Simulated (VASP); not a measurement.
Here is a VASP 6.6.1 calculation.

File INCAR:

```
PREC     = Accurate       # precision mode
ENCUT    = 520            # plane-wave cutoff, eV
EDIFF    = 1E-6           # SCF threshold, eV
ISMEAR   = 0              # smearing method
SIGMA    = 0.02           # smearing width, eV
LREAL    = F              # projectors in reciprocal space
LASPH    = T              # aspherical terms in the spheres
NELM     = 100            # most SCF steps
ALGO     = Normal         # electronic algorithm
ISIF     = 2              # what is computed and relaxed
LWAVE    = F              # write WAVECAR
LCHARG   = F              # write CHGCAR
GGA      = PE             # functional
IVDW     = 12             # dispersion correction
NBANDS   = 38             # bands
```

The input KPOINTS:

```
Automatic mesh
0
Gamma
  4 8 4
```

File POSCAR:

```
Cl
1.0
    6.6106597307      0.0000000000      0.0000000000
    0.0000000000      4.0227629161      0.0000000000
    0.0000000000      0.0000000000      8.2135782413
Cl
8
Direct
    0.5000000000      0.3789916834      0.1085652338
    0.5000000000      0.8789916834      0.3914347662
    0.5000000000      0.6210083166      0.8914347662
    0.5000000000      0.1210083166      0.6085652338
    0.0000000000      0.8789916834      0.1085652338
    0.0000000000      0.3789916834      0.3914347662
    0.0000000000      0.1210083166      0.8914347662
    0.0000000000      0.6210083166      0.6085652338
```

Potentials or basis: VASP PAW PBE potentials, release 64 (Cl).

Launch:

```console
$ cat potpaw_PBE.64/Cl/POTCAR > POTCAR
$ mpirun -np 1 vasp_std > vasp.out
```

Task: What does it give for the band gap on the k mesh?

Result: 2.14 eV.

Task: Predict the largest force.

Result: 0.174 eV/Å.

Task: What does it give for the dispersion energy per atom?

Result: -0.162 eV.

Task: Estimate the pressure.

Result: -0.4 GPa.

Stress tensor (GPa, compression positive):
```
-0.06  0.00  0.00
 0.00 -0.25  0.00
 0.00  0.00 -1.01
```

Caveat: the cell differs from its parent crystal (uniaxial strain along c: +1.5 %, then relaxed in part). A k mesh can miss the band edges.
